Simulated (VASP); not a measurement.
Here is a VASP 6.6.1 calculation.

Contents of INCAR:

```
PREC = Accurate ; ENCUT = 520
EDIFF = 1E-7 ; ISMEAR = 0
SIGMA = 0.1 ; LREAL = F
LASPH = T ; NELM = 80
ALGO = Normal ; ISIF = 2
LWAVE = F ; LCHARG = F
GGA = PE ; NBANDS = 20
```

KPOINTS

```
Automatic mesh
0
Gamma
  6 10 10
```

POSCAR

```
Be7S
1.0
    6.7850120026      0.0000000000      0.0000000000
    0.0000000000      2.1912587319      2.6425462592
    0.0000000000     -2.1912587319      2.6425462592
Be S
7 1
Direct
    0.5000000000      0.7630421424      0.7630421424
    0.5000000000      0.2202811687      0.2202811687
    0.6999530218      0.7327725010      0.2510936875
    0.3000469782      0.7327725010      0.2510936875
    0.3000469782      0.2510936875      0.7327725010
    0.6999530218      0.2510936875      0.7327725010
    0.0000000000      0.5763519211      0.5763519211
    0.0000000000      0.9725379662      0.9725379662
```

Potentials or basis: VASP PAW PBE potentials, release 64 (Be, S).

The run is started by

```console
$ cat potpaw_PBE.64/Be/POTCAR potpaw_PBE.64/S/POTCAR > POTCAR
$ mpirun -np 1 vasp_std > vasp.out
```

Q: Predict the pressure.

A: 0.1 GPa.

Q: What does it give for the largest force?

A: 0.011 eV/Å.

Q: Predict the band gap on the k mesh.

A: Zero (bands 10 and 11 overlap by 3.07 eV).

Forces in eV/Å, atoms in the order of the input:
```
Be   0.000  0.000 -0.007
Be   0.000  0.000  0.008
Be   0.004 -0.002 -0.001
Be  -0.004 -0.002 -0.001
Be  -0.004  0.002 -0.001
Be   0.004  0.002 -0.001
Be   0.000  0.000 -0.008
S    0.000  0.000  0.011
```
